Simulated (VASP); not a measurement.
Wanted: the native input for a VASP 6.6.1 run.

| Item | Value |
| --- | --- |
| Task | single point |
| Functional | PBEsol |
| Potentials or basis | VASP PAW PBE potentials, release 64 (Sr_sv, Ti_sv, O) |
| Cutoff | 520 eV |
| k mesh | 8 × 8 × 8 |
| Occupations | gaussian, width 0.02 eV |
| Spin | no spin polarisation |
| Dipole correction | no |
| Further INCAR settings | ALGO = Normal; EDIFF = 1e-06; NBANDS = 28 |

The structure of SrTiO3 (Tausonite) lies in POSCAR:

```
SrTiO3
1.0
    3.8911204496      0.0000000000      0.0000000000
    0.0000000000      3.8911204496      0.0000000000
    0.0000000000      0.0000000000      3.8911204496
Sr Ti O
1 1 3
Direct
    0.5000000000      0.5000000000      0.5000000000
    0.0000000000      0.0000000000      0.0000000000
    0.5000000000      0.0000000000      0.0000000000
    0.0000000000      0.5000000000      0.0000000000
    0.0000000000      0.0000000000      0.5000000000
```

These files were run (other wordings do the same):

INCAR

```
PREC     = Accurate       # precision mode
ENCUT    = 520            # plane-wave cutoff, eV
EDIFF    = 1E-6           # SCF threshold, eV
ISMEAR   = 0              # smearing method
SIGMA    = 0.02           # smearing width, eV
LREAL    = False          # projectors in reciprocal space
LASPH    = True           # aspherical terms in the spheres
NELM     = 60             # most SCF steps
ALGO     = Normal         # electronic algorithm
ISIF     = 2              # what is computed and relaxed
LWAVE    = False          # write WAVECAR
LCHARG   = False          # write CHGCAR
GGA      = PS             # functional
NBANDS   = 28             # bands
```

KPOINTS

```
Automatic mesh
0
Gamma
  8 8 8
```

Potentials or basis: VASP PAW PBE potentials, release 64 (Sr_sv, Ti_sv, O).

Command:

```bash
$ cat potpaw_PBE.64/Sr_sv/POTCAR potpaw_PBE.64/Ti_sv/POTCAR potpaw_PBE.64/O/POTCAR > POTCAR
$ mpirun -np 1 vasp_std > vasp.out
```

It gave:

* Pressure: 0.7 GPa
* Band gap on the k mesh: 1.82 eV, indirect (least direct gap 2.17 eV)

Caveat: the PAW data sets were made with another functional, which shifts forces and pressure a little.

It took 44 s on 1 thread of Intel Xeon 6975P-C, on a shared host, peak memory 0.21 GiB.
